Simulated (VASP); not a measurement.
A run of VASP 6.6.1:

The input INCAR:

```
PREC     = Accurate       # precision mode
ENCUT    = 500            # plane-wave cutoff, eV
EDIFF    = 1E-6           # SCF threshold, eV
ISMEAR   = -5             # smearing method
SIGMA    = 0.05           # smearing width, eV
LREAL    = False          # projectors in reciprocal space
LASPH    = True           # aspherical terms in the spheres
NELM     = 120            # most SCF steps
ALGO     = Normal         # electronic algorithm
ISIF     = 2              # what is computed and relaxed
LWAVE    = False          # write WAVECAR
LCHARG   = False          # write CHGCAR
GGA      = LIBXC          # functional
LIBXC1   = GGA_X_PBE_SOL
LIBXC2   = GGA_C_PBE    
NBANDS   = 16             # bands
GGA_COMPAT= False
```

KPOINTS

```
Automatic mesh
0
Gamma
  7 7 7
```

Contents of POSCAR:

```
CdTe
1.0
    0.0000000000      3.1834892848      3.1834892848
    3.1834892848      0.0000000000      3.1834892848
    3.1834892848      3.1834892848      0.0000000000
Te Cd
1 1
Direct
    0.7500000000      0.7500000000      0.7500000000
    0.0000000000      0.0000000000      0.0000000000
```

Potentials or basis: VASP PAW PBE potentials, release 64 (Te, Cd).

Run with:

```bash
$ cat potpaw_PBE.64/Te/POTCAR potpaw_PBE.64/Cd/POTCAR > POTCAR
$ mpirun -np 1 vasp_std > vasp.out
```

Hardware: 1 thread of AMD EPYC 7R43 64-Core Processor (Zen 3) (shared host).

**Question.** How long does it take, and how much memory?

**Answer.** Wall time 24 s on 1 thread of AMD EPYC 7R43 64-Core Processor (Zen 3), with other jobs on the host, peak memory 0.17 GiB. Counts: scf iterations 13, k points 20.
